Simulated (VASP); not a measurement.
Set up this calculation in VASP 6.6.1, as the native input.

| Property | Result |
| --- | --- |
| Task | electric field gradients |
| Functional | PBEsol |
| Potentials or basis | VASP PAW PBE potentials, release 64 (Al) |
| Cutoff | 520 eV |
| k mesh | 14 × 14 × 14 |
| Occupations | fermi-dirac, width 0.05 eV |
| Spin | no spin polarisation |
| Dipole correction | no |
| Further INCAR settings | ALGO = Normal; EDIFF = 1e-08; NBANDS = 8 |

The structure of Al lies in POSCAR:

```
Al
1.0
    0.0000000000      2.0239800000      2.0846994000
    2.0239800000      0.0000000000      2.0846994000
    2.0239800000      2.0239800000      0.0000000000
Al
1
Direct
    0.0000000000      0.0000000000      0.0000000000
```

This cell differs from its parent crystal: zz strain of +3 %.

These files were run (other wordings do the same):

INCAR

```
SYSTEM = Al
PREC = Accurate
ENCUT = 520
EDIFF = 1E-8
ISMEAR = -1
SIGMA = 0.05
LREAL = .False.
LASPH = .True.
NELM = 100
ALGO = Normal
ISIF = 2
LWAVE = .False.
LCHARG = .False.
GGA = PS
LEFG = .True.
NBANDS = 8
```

KPOINTS

```
Automatic mesh
0
Gamma
  14 14 14
  0 0 0
```

Potentials or basis: VASP PAW PBE potentials, release 64 (Al).

Command:

```sh
$ cat potpaw_PBE.64/Al/POTCAR > POTCAR
$ mpirun -np 1 vasp_std > vasp.out
```

It gave:

```json
{"Pressure": "-3.9 GPa"}
```

Caveat: the cell differs from its parent crystal (zz strain of +3 %); without QUAD_EFG the Cq values of the log hold for a quadrupole moment of 1 mb, not for the nuclei; the PAW data sets were made with another functional, which shifts forces and pressure a little.

Wall time 11 s on 1 thread of Intel Xeon 6975P-C (shared host), peak memory 0.15 GiB.
